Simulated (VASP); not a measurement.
GaN: relaxation of cell and atoms with revPBE+D4

GaN:

```
Ga N
1.0
     3.18000    0.00000    0.00000
    -1.59000    2.75396    0.00000
     0.00000    0.00000    5.16600
Ga N
2 2
Cartesian
  1.5900 0.9180 2.5830
  0.0000 1.8360 0.0000
  1.5900 0.9180 4.5203
  0.0000 1.8360 1.9373
```

| Item | Value |
| --- | --- |
| Program | VASP 6.6.1 |
| Task | relaxation of cell and atoms |
| Functional | revPBE |
| Dispersion | D4 |
| Potentials or basis | VASP PAW PBE potentials, release 64 (Ga_d, N) |
| Cutoff | 600 eV |
| k mesh | 10 × 10 × 5 |
| Occupations | fermi-dirac, width 0.05 eV |
| Spin | no spin polarisation |
| Dipole correction | no |
| Further INCAR settings | ALGO = Normal; EDIFF = 1e-06; IBRION = 2; EDIFFG = -0.01; NSW = 60; ISIF = 3 |

```json
{
  "Relaxed volume": "11.21 Å³/atom",
  "Relaxed cell": "a = 3.166 Å, b = 3.166 Å, c = 5.165 Å, α = 90.00°, β = 90.00°, γ = 120.00°",
  "Space group after relaxing (to 0.05 Å)": "P6_3mc (No. 186)",
  "Energy gained by relaxing": "0.9 meV/atom",
  "Ionic steps": "3",
  "Pressure after relaxing": "0.0 GPa",
  "Band gap on the k mesh": "2.07 eV, direct",
  "Dispersion energy per atom": "-0.738 eV"
}
```

The path:
```tsv
step	energy change (eV)	largest force (eV/Å)	pressure (GPa)	volume (Å³)
1	0.0000	0.1254	-1.63	45.24
2	-0.0006	0.1172	1.47	44.49
3	-0.0038	0.0011	-0.03	44.85
```

Final structure:
```
Ga N
1.0
     3.16630    0.00000    0.00000
    -1.58315    2.74209    0.00000
     0.00000    0.00000    5.16543
Ga N
2 2
Direct
  0.66667 0.33333 0.49939
  0.33333 0.66667 0.99939
  0.66667 0.33333 0.87561
  0.33333 0.66667 0.37561
```

Levels at points of the mesh, in eV from the valence-band top:
```
           k point  band 15  band 16  band 17  band 18  band 19  band 20  band 21  band 22
(0.00, 0.00, 0.00)    -1.05    -0.05     0.00     0.00     2.07     4.45     9.36    10.06
(0.50, 0.00, 0.00)    -4.28    -2.79    -2.25    -1.02     5.19     5.71     6.15     8.81
```

It took 3.7 min on 1 thread of Intel Xeon 8259CL, on a shared host, peak memory 0.21 GiB.

Caveat: the PAW data sets were made with another functional, which shifts forces and pressure a little.
